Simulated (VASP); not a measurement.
Here is a VASP 6.6.1 calculation.

Contents of INCAR:

```
SYSTEM = CsPbCl3
  PREC = Accurate
  ENCUT = 520
  EDIFF = 1E-6
  ISMEAR = 0
  SIGMA = 0.02
  LREAL = .False.
  LASPH = .True.
  NELM = 100
  ALGO = Normal
  ISIF = 2
  LWAVE = .False.
  LCHARG = .True.
  GGA = PS
  LELF = .True.
  LVHAR = .True.
  NBANDS = 30
```

The input KPOINTS:

```
Automatic mesh
0
Gamma
  6 6 6
  0 0 0
```

Contents of POSCAR:

```
CsPbCl3
1.0
    5.6186533435      0.0000000000      0.0000000000
    0.0000000000      5.6186533435      0.0000000000
    0.0000000000      0.0000000000      5.6186533435
Cs Pb Cl
1 1 3
Direct
    0.0000000000      0.0000000000      0.0000000000
    0.5000000000      0.5000000000      0.5000000000
    0.5000000000      0.5000000000      0.0000000000
    0.0000000000      0.5000000000      0.5000000000
    0.5000000000      0.0000000000      0.5000000000
```

Potentials or basis: VASP PAW PBE potentials, release 64 (Cs_sv, Pb_d, Cl).

Launch:

```bash
$ cat potpaw_PBE.64/Cs_sv/POTCAR potpaw_PBE.64/Pb_d/POTCAR potpaw_PBE.64/Cl/POTCAR > POTCAR
$ mpirun -np 1 vasp_std > vasp.out
```

(1) Predict the band gap on the k mesh.

(2) What does it give for the pressure?

## Answers

(1) 1.84 eV, direct.

(2) 0.0 GPa.

Caveat: the PAW data sets were made with another functional, which shifts forces and pressure a little; spin-orbit coupling is left out, which moves the levels of the heavy elements.
